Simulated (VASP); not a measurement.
HfN:

```
Hf N
1.0
     3.00286    0.00000    0.00000
    -1.50143    2.60056    0.00000
     0.00000    0.00000    2.93065
Hf N
1 1
Direct
  0.00000 0.00000 0.00000
  0.66667 0.33333 0.50000
```

```yaml
Program: VASP 6.6.1
Task: relaxation of cell and atoms
Functional: PBE
Potentials_or_basis: VASP PAW PBE potentials, release 64 (Hf_pv, N)
Cutoff: 600 eV
k_mesh: 14 × 14 × 12
Occupations: gaussian, width 0.05 eV
Spin: no spin polarisation
```

At the start: pressure 11.8 GPa; volume 11.44 Å³/atom.

How do energy, volume and symmetry change on relaxing?

Over 6 steps the energy falls by 37.5 meV/atom and the volume is 12.01 Å³/atom (+5.0 %); space group P-6m2 (No. 187, to 0.1 Å) before and after.

Step by step:
```
step  energy change (eV)  largest force (eV/Å)  pressure (GPa)  volume (Å³)
   1              0.0000                0.0000           11.80        22.89
   2              0.0193                0.0000          -13.83        25.75
   3             -0.0728                0.0000           -1.80        24.19
   4             -0.0728                0.0000           -1.55        24.16
   5             -0.0729                0.0000            1.66        23.88
   6             -0.0751                0.0000            0.04        24.02
```

Final structure:
```cif
data_structure
_symmetry_space_group_name_H-M 'P 1'
_symmetry_Int_Tables_number 1
_cell_length_a 3.0905
_cell_length_b 3.0905
_cell_length_c 2.9038
_cell_angle_alpha 90.000
_cell_angle_beta 90.000
_cell_angle_gamma 120.000
_cell_volume 24.02
loop_
_atom_site_label
_atom_site_type_symbol
_atom_site_fract_x
_atom_site_fract_y
_atom_site_fract_z
_atom_site_occupancy
Hf1 Hf 0.00000 0.00000 0.00000 1
N1 N 0.66667 0.33333 0.50000 1
```
